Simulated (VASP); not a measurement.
# AgCl: dielectric tensor with PBE

AgCl:

```
Ag Cl
1.0
     1.86314   -5.55611    0.00000
     1.86314    5.55611    0.00000
     0.00000    0.00000    3.94200
Ag Cl
2 2
Direct
  0.39578 0.60422 0.75000
  0.60422 0.39578 0.25000
  0.86592 0.13408 0.25000
  0.13408 0.86592 0.75000
```

| Item | Value |
| --- | --- |
| Program | VASP 6.6.1 |
| Task | dielectric tensor |
| Functional | PBE |
| Potentials or basis | VASP PAW PBE potentials, release 64 (Ag, Cl) |
| Cutoff | 520 eV |
| k mesh | 6 × 6 × 6 |
| Occupations | gaussian, width 0.01 eV |
| Spin | no spin polarisation |
| Dipole correction | no |
| Further INCAR settings | ALGO = Normal; EDIFF = 1e-08 |

```yaml
Band_gap_on_the_k_mesh: 0.45 eV (least direct gap 1.97 eV)
Electronic_dielectric_tensor_diagonal: 5.89, 5.03, 5.70
Born_charges_mean_of_the_diagonal: Ag +1.44; Cl -1.44 e
```

Levels at points of the mesh, in eV from the valence-band top:
```csv
k point,band 14,band 15,band 16,band 17,band 18,band 19,band 20,band 21,band 22
"(0.00, 0.00, 0.00)",-2.26,-2.24,-1.82,-1.71,-1.52,0.45,3.08,7.70,8.41
"(0.50, 0.00, 0.00)",-1.91,-1.34,-1.04,-0.06,-0.01,3.15,5.14,5.74,7.06
"(0.50, 0.50, 0.00)",-2.45,-1.99,-1.71,-1.65,-1.52,2.04,3.60,6.41,8.41
"(0.00, 0.00, 0.50)",-2.33,-1.32,-1.32,-0.13,-0.13,4.36,4.36,6.78,6.78
"(0.50, 0.00, 0.50)",-2.15,-2.07,-2.07,-1.51,-1.51,2.80,2.80,7.36,7.36
"(0.50, 0.50, 0.50)",-1.87,-0.78,-0.78,-0.17,-0.17,3.67,3.67,6.75,6.75
```

Electronic dielectric tensor:
```
5.89 0.00 0.00
0.00 5.03 0.00
0.00 0.00 5.70
```

Born effective charge tensors (e):
atom 1, Ag
```
1.58 0.00 0.00
0.00 1.31 0.00
0.00 0.00 1.44
```
atom 2, Ag
```
1.58 0.00 0.00
0.00 1.31 0.00
0.00 0.00 1.44
```
atom 3, Cl
```
-1.58  0.00  0.00
 0.00 -1.31  0.00
 0.00  0.00 -1.44
```
atom 4, Cl
```
-1.58  0.00  0.00
 0.00 -1.31  0.00
 0.00  0.00 -1.44
```

Run time: 26 min on 1 thread of Intel Xeon 8259CL (shared host), peak memory 0.46 GiB.

Caveat: the gap is small at this level, which inflates the dielectric constant; semilocal functionals underestimate gaps, and a narrow one can read as zero. A k mesh can miss the band edges.
